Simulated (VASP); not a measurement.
A run of VASP 6.6.1:

INCAR

```
SYSTEM = CdSe
  ALGO = Normal
  EDIFF = 1E-7
  ENCUT = 520
  GGA = PE
  ISIF = 2
  ISMEAR = 0
  LASPH = .TRUE.
  LCHARG = .TRUE.
  LELF = .TRUE.
  LREAL = .FALSE.
  LVHAR = .TRUE.
  LWAVE = .FALSE.
  NBANDS = 26
  NELM = 100
  PREC = Accurate
  SIGMA = 0.01
```

The input KPOINTS:

```
k-points
0
G
  4 4 4
  0 0 0
```

File POSCAR:

```
CdSe
1.0
    4.3407236668      0.0000000000      0.0000000000
   -2.1703618334      3.7591769662      0.0000000000
    0.0000000000      0.0000000000      7.0766459765
Cd Se
2 2
Direct
    0.3333333333      0.6666666667     -0.0004760038
    0.6666666667      0.3333333333      0.4995239962
    0.3333333333      0.6666666667      0.3754760038
    0.6666666667      0.3333333333      0.8754760038
```

Potentials or basis: VASP PAW PBE potentials, release 64 (Cd, Se).

Command:

```bash
$ cat potpaw_PBE.64/Cd/POTCAR potpaw_PBE.64/Se/POTCAR > POTCAR
$ mpirun -np 1 vasp_std > vasp.out
```

Hardware: 1 thread of Intel(R) Xeon(R) 6975P-C (Granite Rapids) (shared host).

**Question.** How long does it take, and how much memory?

**Answer.** It took 16 s on 1 thread of Intel(R) Xeon(R) 6975P-C (Granite Rapids) (shared host), peak memory 0.22 GiB. Counts: scf iterations 14, k points 12.
